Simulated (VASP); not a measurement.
Runs of VASP 6.6.1 on Ir. The structure is that of space group Fm-3m (No. 225), or close to it. The cells are those of the table. 

```tsv
cell	gap on the mesh (eV)	pressure (GPa)
a = 2.704 Å, angles 60.0°, 1 atom	none	0.1
a = 2.687 Å, angles 60.0°, 1 atom	none	8.0
a = 2.709 Å, angles 60.0°, 1 atom	none	(b)
a = 2.693 Å, angles 60.0°, 1 atom	none	5.1
a = 2.706 Å, angles 60.0°, 1 atom	none	(a)
```

Alike in all rows: task single point; level PBEsol; potentials or basis VASP PAW PBE potentials, release 64 (Ir_sv_GW); no spin polarisation; k mesh 24 × 24 × 24; cutoff (eV) 560; smearing fermi-dirac 0.05 eV.

Problem. Estimate the missing entries.

Solution. (a) -0.9; (b) -1.9.

Caveats: the PAW data sets were made with another functional, which shifts forces and pressure a little; spin-orbit coupling is left out, which moves the levels of the heavy elements; the cell stands under pressure (at least some runs).

A k mesh can miss the band edges, and the runs leave out spin-orbit coupling on Ir.

A gap of «none» marks levels without a gap at the run's occupations.
